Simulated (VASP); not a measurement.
Here is a VASP 6.6.1 calculation.

File INCAR:

```
PREC = Accurate ; ENCUT = 520
EDIFF = 1E-6 ; ISMEAR = -1
SIGMA = 0.08 ; LREAL = False
LASPH = True ; NELM = 80
ALGO = Normal ; ISIF = 2
LWAVE = False ; LCHARG = False
GGA = CA ; NBANDS = 28
```

The input KPOINTS:

```
regular mesh
0
Gamma
  9 9 9
```

The input POSCAR:

```
AgPt3
1.0
    3.9513216749      0.0000000000      0.0000000000
    0.0000000000      3.9513216749      0.0000000000
    0.0000000000      0.0000000000      3.9513216749
Ag Pt
1 3
Direct
    0.0000000000      0.0000000000      0.0000000000
    0.0000000000      0.5000000000      0.5000000000
    0.5000000000      0.0000000000      0.5000000000
    0.5000000000      0.5000000000      0.0000000000
```

Potentials or basis: VASP PAW LDA potentials, release 64 (Ag, Pt).

Run with:

```sh
$ cat potpaw_LDA.64/Ag/POTCAR potpaw_LDA.64/Pt/POTCAR > POTCAR
$ mpirun -np 1 vasp_std > vasp.out
```

(1) Predict the pressure.

Answers

(1) -6.8 GPa.
